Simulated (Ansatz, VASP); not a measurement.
# SnGe5 in VASP and in Ansatz

The input POSCAR:

```
SnGe5
1.0
    4.2204373615      0.0000000000      0.0000000000
   -2.1102186808      3.6550059702      0.0000000000
    0.0000000000      0.0000000000     10.2702734417
Ge Sn
5 1
Direct
    0.0000000000      0.0000000000     -0.0136609198
    0.6666666667      0.3333333333      0.6660040336
    0.3333333333      0.6666666667      0.3471035193
    0.6666666667      0.3333333333      0.9105677718
    0.3333333333      0.6666666667      0.5905532683
    0.0000000000      0.0000000000      0.2494323267
```

INCAR.step1

```
SYSTEM = SnGe5
  PREC = Accurate
  ENCUT = 520
  ISMEAR = -1
  SIGMA = 0.02
  LREAL = .False.
  LASPH = .True.
  NELM = 80
  NBANDS = 51
  GGA = PE
  ALGO = Normal
  EDIFF = 1E-4
  LWAVE = .True.
  LCHARG = .False.
```

Contents of INCAR.step2:

```
SYSTEM = SnGe5
  PREC = Accurate
  ENCUT = 520
  EDIFF = 1E-6
  ISMEAR = -1
  SIGMA = 0.02
  LREAL = .False.
  LASPH = .True.
  NELM = 80
  ALGO = Normal
  ISIF = 2
  LWAVE = .False.
  LCHARG = .False.
  METAGGA = R2SCAN
  LMIXTAU = .True.
  NBANDS = 51
  ISTART = 1
```

File KPOINTS:

```
regular mesh
0
Gamma
  6 6 2
  0 0 0
```

Input for Ansatz:

```yaml
crystal:
  lattice:
    - [4.2204373615, 0.0, 0.0]
    - [-2.1102186808, 3.6550059702, 0.0]
    - [0.0, 0.0, 10.2702734417]
  atoms:
    - { symbol: Ge, position: [0.0, 0.0, -0.0136609198] }
    - { symbol: Ge, position: [0.6666666667, 0.3333333333, 0.6660040336] }
    - { symbol: Ge, position: [0.3333333333, 0.6666666667, 0.3471035193] }
    - { symbol: Ge, position: [0.6666666667, 0.3333333333, 0.9105677718] }
    - { symbol: Ge, position: [0.3333333333, 0.6666666667, 0.5905532683] }
    - { symbol: Sn, position: [0.0, 0.0, 0.2494323267] }
kpoints:
  mp_grid: { grid: [6, 6, 2] }
hamiltonian:
  xc: r2scan
scf:
  occupations: { method: fermi_dirac, width: 0.02 }
  n_extra_bands: 5
output:
  forces: true
  stress: true
  eigenvalues: true
```

Alike in both runs: task single point; functional r2SCAN; k mesh 6 × 6 × 2; occupations fermi-dirac, width 0.02 eV; no spin polarisation.

|  | VASP | Ansatz |
| --- | --- | --- |
| version | VASP 6.6.1 | Ansatz 0.2.0 |
| potentials or method | VASP PAW PBE potentials, release 64 (Ge_d, Sn_d) | plane waves, PAW |
| plane-wave cutoff (eV) | 520 | 500 |
| valence electrons in the cell | 84 | 84 |

VASP gave:

- pressure (GPa): -3.3
- rms of the force components (eV/Å): 0.031

Task: Estimate Ansatz's values.

Result: Pressure (GPa): -3.2; rms of the force components (eV/Å): 0.032.

VASP's potentials were made for PBE, not for r2SCAN. Atom by atom the forces differ by 0.001 eV/Å (rms over components).
